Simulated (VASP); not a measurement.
A run of VASP 6.6.1:

The input INCAR:

```
SYSTEM = KCl
ALGO = Normal
EDIFF = 1E-6
ENCUT = 520
GGA = PE
ISIF = 2
ISMEAR = -1
LASPH = .TRUE.
LCHARG = .FALSE.
LREAL = .FALSE.
LWAVE = .FALSE.
NBANDS = 15
NELM = 60
PREC = Accurate
SIGMA = 0.02
```

Contents of KPOINTS:

```
k-points
0
G
  7 7 7
  0 0 0
```

File POSCAR:

```
KCl
1.0
    3.5598159191      0.0000000000      0.0000000000
    0.0000000000      3.5598159191      0.0000000000
    0.0000000000      0.0000000000      3.5598159191
K Cl
1 1
Direct
    0.0000000000      0.0000000000      0.0000000000
    0.5000000000      0.5000000000      0.5000000000
```

Potentials or basis: VASP PAW PBE potentials, release 64 (K_sv, Cl).

Launch:

```console
$ cat potpaw_PBE.64/K_sv/POTCAR potpaw_PBE.64/Cl/POTCAR > POTCAR
$ mpirun -np 1 vasp_std > vasp.out
```

Hardware: 1 thread of Intel Xeon 8259CL, with other jobs on the host.

**Question.** Estimate the wall time of this run.

**Answer.** It took 17 s on 1 thread of Intel Xeon 8259CL, with other jobs on the host, peak memory 0.16 GiB. Counts: scf iterations 13, k points 20.
